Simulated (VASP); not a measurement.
LiLu, 8 atoms in the cell. Symmetry: Imma, No. 74, orthorhombic system. Conventional cell: a = 6.166 Å, b = 9.501 Å, c = 6.137 Å, α = 90.00°, β = 90.00°, γ = 90.00°. Li (site symmetry 2/m) has 8 Lu at 3.07 to 3.22 Å and 4 Li at 3.22 Å within 4.0 Å. Within 4.0 Å of Li (site symmetry 2/m) lie 6 Lu at 3.07 to 3.22 Å and 6 Li at 3.08 to 3.22 Å. Lu (site symmetry 2/m) has 8 Li at 3.07 to 3.22 Å and 4 Lu at 3.22 Å within 4.0 Å. Within 4.0 Å of Lu (site symmetry 2/m) lie 6 Li at 3.07 to 3.22 Å and 6 Lu at 3.08 to 3.22 Å. 

```yaml
Program: VASP 6.6.1
Task: single point
Functional: LDA
Potentials_or_basis: VASP PAW PBE potentials, release 64 (Li_sv, Lu)
Cutoff: 750 eV
k_mesh: 4 × 4 × 4
Occupations: methfessel-paxton, width 0.1 eV
Spin: no spin polarisation
Dipole_correction: no
Further_INCAR_settings: ALGO = Normal; EDIFF = 1e-06; NBANDS = 66
```

Potentials or basis: VASP PAW PBE potentials, release 64 (Li_sv, Lu).

The run is started by

```sh
$ cat potpaw_PBE.64/Li_sv/POTCAR potpaw_PBE.64/Lu/POTCAR > POTCAR
$ mpirun -np 1 vasp_std > vasp.out
```

Hardware: 1 thread of Intel(R) Xeon(R) Platinum 8259CL CPU @ 2.50GHz (Skylake/Cascade Lake), with other jobs on the host.

How long does it take, and how much memory?

Wall time 11 min on 1 thread of Intel(R) Xeon(R) Platinum 8259CL CPU @ 2.50GHz (Skylake/Cascade Lake), on a shared host, peak memory 0.52 GiB. Counts: scf iterations 14, k points 18.
